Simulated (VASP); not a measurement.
Here is a VASP 6.6.1 calculation.

INCAR

```
ALGO = Normal ; EDIFF = 1E-6
ENCUT = 520 ; GGA = PE
ISIF = 2 ; ISMEAR = 0
LASPH = T ; LCHARG = T
LELF = T ; LREAL = F
LVHAR = T ; LWAVE = F
NBANDS = 11 ; NELM = 60
PREC = Accurate ; SIGMA = 0.05
```

The input KPOINTS:

```
k-points
0
Gamma
  12 12 12
```

POSCAR

```
SiC
1.0
    0.0000000000      2.0435600000      2.1740000000
    2.1740000000      0.0000000000      2.1740000000
    2.1740000000      2.0435600000      0.0000000000
Si C
1 1
Direct
    0.0000000000      0.0000000000      0.0000000000
    0.7500000000      0.7500000000      0.7500000000
```

Potentials or basis: VASP PAW PBE potentials, release 64 (Si, C).

Run with:

```bash
$ cat potpaw_PBE.64/Si/POTCAR potpaw_PBE.64/C/POTCAR > POTCAR
$ mpirun -np 1 vasp_std > vasp.out
```

Task: Estimate the pressure.

Result: 20.5 GPa.

Task: What does it give for the band gap on the k mesh?

Result: 0.66 eV, indirect (least direct gap 4.54 eV).

Stress tensor (GPa, compression positive):
```
15.89  0.00  0.00
 0.00 29.61  0.00
 0.00  0.00 15.89
```

Caveat: the cell differs from its parent crystal (strain -0.0600 x Voigt [0, 1, 0, 0, 0, 0]). A k mesh can miss the band edges.
